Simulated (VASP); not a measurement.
Ca5H2: single point with PBE+D3(BJ)

Ca5H2, a slab with vacuum:

```
CELL_PARAMETERS angstrom
3.98000 0.00000 0.00000
-1.99000 3.44678 0.00000
0.00000 0.00000 32.98000
ATOMIC_POSITIONS crystal
Ca 0.66667 0.33333 0.27289
Ca 0.33333 0.66667 0.37174
Ca 0.67530 0.34062 0.46511
Ca 0.35149 0.68087 0.55971
Ca 0.70320 0.35904 0.65410
H 0.85605 0.93662 0.69509
H 0.60754 0.81169 0.69533
```

```
Program                : VASP 6.6.1
Task                   : single point
Functional             : PBE
Dispersion             : D3(BJ)
Potentials or basis    : VASP PAW PBE potentials, release 64 (Ca_sv, H)
Cutoff                 : 520 eV
k mesh                 : 9 × 9 × 1
Occupations            : gaussian, width 0.1 eV
Spin                   : no spin polarisation
Dipole correction      : yes
Further INCAR settings : ALGO = Normal; EDIFF = 1e-06; NBANDS = 35
```

The largest force is 0.208 eV/Å, the band gap on the k mesh is zero (bands 26 and 27 overlap by 0.34 eV) and the dispersion energy per atom is -0.148 eV.

Forces in eV/Å, atoms in the order of the input:
```
Ca   0.001  0.001  0.193
Ca   0.004  0.005 -0.208
Ca   0.000 -0.001  0.004
Ca  -0.001 -0.001  0.004
Ca  -0.004  0.001  0.002
H    0.004 -0.005 -0.002
H   -0.004 -0.001  0.006
```

Levels at points of the mesh, in eV from the Fermi level:
```tsv
k point	band 24	band 25	band 26	band 27	band 28	band 29
(0.00, 0.00, 0.00)	-2.72	-1.82	-0.84	0.11	0.75	1.22
```

It took 17 min on 1 thread of Intel(R) Xeon(R) 6975P-C (Granite Rapids), with other jobs on the host, peak memory 0.83 GiB.
